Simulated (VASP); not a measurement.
Set up this calculation in VASP 6.6.1, as the native input.

```
Task                   : single point
Functional             : PBEsol
Potentials or basis    : VASP PAW PBE potentials, release 64 (Rh_pv)
Cutoff                 : 520 eV
k mesh                 : 24 × 24 × 14
Occupations            : gaussian, width 0.15 eV
Spin                   : no spin polarisation
Dipole correction      : no
Further INCAR settings : ALGO = Fast; EDIFF = 1e-06; NBANDS = 22
```

The structure of Rh lies in POSCAR:

```
Rh
1.0
    2.4736371980      0.0000000000      0.0000000000
   -1.2368185990      2.1422326532      0.0000000000
    0.0000000000      0.0000000000      4.5021810534
Rh
2
Direct
    0.6666666667      0.3333333333      0.7500000000
    0.3333333333      0.6666666667      0.2500000000
```

This isn't the form of Rh at room conditions, which is fcc.

This cell differs from its parent crystal: strain -0.080 along x and y, +0.040 along z.

These files were run (other wordings do the same):

INCAR

```
ALGO = Fast ; EDIFF = 1E-6
ENCUT = 520 ; GGA = PS
ISIF = 2 ; ISMEAR = 0
LASPH = True ; LCHARG = True
LELF = True ; LREAL = False
LVHAR = True ; LWAVE = False
NBANDS = 22 ; NELM = 60
PREC = Accurate ; SIGMA = 0.15
```

KPOINTS

```
k-points
0
Gamma
  24 24 14
```

Potentials or basis: VASP PAW PBE potentials, release 64 (Rh_pv).

Launch:

```sh
$ cat potpaw_PBE.64/Rh_pv/POTCAR > POTCAR
$ mpirun -np 1 vasp_std > vasp.out
```

It gave:

```yaml
Pressure: 57.8 GPa
Band_gap_on_the_k_mesh: zero (bands 15 and 16 overlap by 3.36 eV)
```

Caveat: the cell differs from its parent crystal (strain -0.080 along x and y, +0.040 along z); the cell stands under pressure; the PAW data sets were made with another functional, which shifts forces and pressure a little.

Wall time 3.5 min on 1 thread of Intel(R) Xeon(R) Platinum 8375C CPU @ 2.90GHz (Ice Lake) (shared host), peak memory 0.29 GiB.
